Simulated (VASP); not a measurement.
Write the native input for VASP 6.6.1 that does the following.

```yaml
Task: single point
Functional: LDA
Potentials_or_basis: VASP PAW LDA potentials, release 64 (Pb_d)
Cutoff: 520 eV
k_mesh: 14 × 14 × 14
Occupations: fermi-dirac, width 0.05 eV
Spin: no spin polarisation
Dipole_correction: no
Further_INCAR_settings: ALGO = Normal; EDIFF = 1e-06; NBANDS = 13
```

The structure of Pb lies in POSCAR:

```
Pb
1.0
   -1.8647444363      1.8647444363      1.8647444363
    1.8647444363     -1.8647444363      1.8647444363
    1.8647444363      1.8647444363     -1.8647444363
Pb
1
Direct
    0.0000000000      0.0000000000      0.0000000000
```

This cell differs from its parent crystal: volume scaled by 0.9.

These files were run (other wordings do the same):

INCAR

```
SYSTEM = Pb
PREC = Accurate
ENCUT = 520
EDIFF = 1E-6
ISMEAR = -1
SIGMA = 0.05
LREAL = .False.
LASPH = .True.
NELM = 80
ALGO = Normal
ISIF = 2
LWAVE = .False.
LCHARG = .False.
GGA = CA
NBANDS = 13
```

KPOINTS

```
regular mesh
0
Gamma
  14 14 14
  0 0 0
```

Potentials or basis: VASP PAW LDA potentials, release 64 (Pb_d).

The run is started by

```console
$ cat potpaw_LDA.64/Pb_d/POTCAR > POTCAR
$ mpirun -np 1 vasp_std > vasp.out
```

Results of the run:

| Item | Value |
| --- | --- |
| Pressure | 7.1 GPa |
| Band gap on the k mesh | zero (band 7 reaches 17.99 eV, above the bottom of band 8 at 6.46 eV) |

Caveat: spin-orbit coupling is left out, which moves the levels of the heavy elements.

Wall time 9.8 s on 1 thread of Intel(R) Xeon(R) Platinum 8488C (Sapphire Rapids) (shared host), peak memory 0.15 GiB.
